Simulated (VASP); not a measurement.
Set up this calculation in VASP 6.6.1, as the native input.

| Item | Value |
| --- | --- |
| Task | single point |
| Functional | LDA |
| Potentials or basis | VASP PAW LDA potentials, release 64 (Si) |
| Cutoff | 520 eV |
| k mesh | 10 × 10 × 3 |
| Occupations | gaussian, width 0.03 eV |
| Spin | no spin polarisation |
| Dipole correction | no |
| Further INCAR settings | ALGO = Normal; EDIFF = 1e-06; NBANDS = 26 |

The structure of Si lies in POSCAR:

```
Si
1.0
   -3.8016851185      0.0000000000      0.0000000000
   -1.9008425592     -3.2923558898      0.0000000000
   -1.2672283728     -1.0974519633     12.5773876662
Si
8
Direct
    0.1822469962      0.0311606590      0.9065180230
    0.2655803295      0.1978273257      0.4065180230
    0.6405803295      0.6144939923      0.1565180230
    0.5572469962      0.4478273257      0.6565180230
    0.3177530038      0.3021726743      0.0934819770
    0.2344196705      0.1355060077      0.5934819770
    0.6094196705      0.5521726743      0.3434819770
    0.5260863372      0.3855060077      0.8434819770
```

This cell differs from its parent crystal: the part above a cut slid along it.

The input as run:

INCAR

```
SYSTEM = Si
ALGO = Normal ; EDIFF = 1E-6
ENCUT = 520 ; ISIF = 2
ISMEAR = 0 ; LASPH = .True.
LCHARG = .False. ; LREAL = .False.
LWAVE = .False. ; NBANDS = 26
NELM = 60 ; PREC = Accurate
SIGMA = 0.03
```

KPOINTS

```
k-points
0
Gamma
  10 10 3
  0 0 0
```

Potentials or basis: VASP PAW LDA potentials, release 64 (Si).

Launch:

```console
$ cat potpaw_LDA.64/Si/POTCAR > POTCAR
$ mpirun -np 1 vasp_std > vasp.out
```

Results of the run:

| Item | Value |
| --- | --- |
| Pressure | -0.9 GPa |
| Largest force | 1.140 eV/Å |
| Band gap on the k mesh | zero (bands 16 and 17 overlap by 0.63 eV) |

Caveat: the cell differs from its parent crystal (the part above a cut slid along it); semilocal functionals underestimate gaps, and a narrow one can read as zero; forces of over 1 eV/Å act on the atoms, so gaps and moduli don't describe the material at rest.

Run time: 3.3 min on 1 thread of Intel(R) Xeon(R) 6975P-C (Granite Rapids) (shared host), peak memory 0.5 GiB.
